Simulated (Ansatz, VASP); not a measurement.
GaSb3: VASP beside Ansatz

```xyz
8
Lattice="4.2200 0.0000 0.0000 -2.1100 3.6546 0.0000 0.0000 0.0000 14.4000" Properties=species:S:1:pos:R:3 pbc="T T T"
Ga    0.0000    2.4364    0.9000
Ga    2.1100    1.2182    4.4496
Sb    0.0000    0.0000    0.0000
Sb    0.0000    2.4364    3.5496
Sb    2.1100    1.2182    7.0992
Sb    0.0000    0.0000    8.4960
Sb    0.0000    2.4364   10.6992
Sb    2.1100    1.2182   12.1968
```

Alike in both runs: task relaxation of cell and atoms; functional PBE; k mesh 4 × 4 × 2; occupations gaussian, width 0.2 eV; no spin polarisation.

|  | VASP | Ansatz |
| --- | --- | --- |
| version | VASP 6.6.1 | Ansatz 0.2.0 |
| potentials or method | VASP PAW PBE potentials, release 64 (Ga_d, Sb), cutoff 600 eV | scalar-relativistic, plane waves, PAW |
| valence electrons in the cell | 56 | 116 |

```csv
,VASP,Ansatz,Ansatz less VASP
"gap on the k mesh at the Fermi level, each at its own relaxed structure (eV)",0.38,0.42,+0.042
relaxed volume (Å³/atom),30.93,30.99,+0.058
relaxed cell length with the largest relative difference (Å),14.681,14.546,-0.1345
```

VASP's potentials hold 56 valence electrons a cell and Ansatz's 116, so a difference there can come from the potentials and not from the codes.

The k mesh is coarse, so the values compare programs but aren't converged. Spin-orbit coupling is off throughout.
